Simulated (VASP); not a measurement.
Wanted: the native input for a VASP 6.6.1 run.

```yaml
Task: single point
Functional: PBEsol
Potentials_or_basis: VASP PAW PBE potentials, release 64 (Ta_sv_GW, N)
Cutoff: 700 eV
k_mesh: 10 × 10 × 6
Occupations: gaussian, width 0.1 eV
Spin: no spin polarisation
Hubbard_terms: Ta d U = 2.0 eV
Dipole_correction: no
Further_INCAR_settings: ALGO = Normal; EDIFF = 1e-06; NBANDS = 22
```

The structure of Ta2N lies in POSCAR:

```
Ta2N
1.0
    3.1538249076      0.0000000000      0.0000000000
   -1.5769124538      2.7312924890      0.0000000000
    0.0000000000      0.0000000000      4.9339252043
Ta N
2 1
Direct
    0.3333333333      0.6666666667      0.2547110000
    0.6666666667      0.3333333333      0.7452890000
    0.0000000000      0.0000000000      0.0000000000
```

The input as run:

INCAR

```
SYSTEM = Ta2N
PREC = Accurate
ENCUT = 700
EDIFF = 1E-6
ISMEAR = 0
SIGMA = 0.1
LREAL = .FALSE.
LASPH = .TRUE.
NELM = 200
ALGO = Normal
ISIF = 2
LWAVE = .FALSE.
LCHARG = .FALSE.
LMAXMIX = 4
LDAU = .TRUE.
LDAUTYPE = 2
LDAUL = 2 -1
LDAUU = 2 0
LDAUJ = 0 0
LDAUPRINT = 1
GGA = PS
NBANDS = 22
GGA_COMPAT = .FALSE.
```

KPOINTS

```
regular mesh
0
G
  10 10 6
  0 0 0
```

Potentials or basis: VASP PAW PBE potentials, release 64 (Ta_sv_GW, N).

Command:

```sh
$ cat potpaw_PBE.64/Ta_sv_GW/POTCAR potpaw_PBE.64/N/POTCAR > POTCAR
$ mpirun -np 1 vasp_std > vasp.out
```

Results of the run:

```json
{
 "Pressure": "-13.6 GPa",
 "Largest force": "0.212 eV/Å",
 "Band gap on the k mesh": "zero (an odd number of electrons rules out a gap without spin polarisation)"
}
```

Caveat: the cell stands under tension; the PAW data sets were made with another functional, which shifts forces and pressure a little; spin-orbit coupling is left out, which moves the levels of the heavy elements; U without spin polarisation on a metal has little footing.

It took 90 s on 1 thread of AMD EPYC 7R13 Processor (Zen 3), with other jobs on the host, peak memory 0.23 GiB.
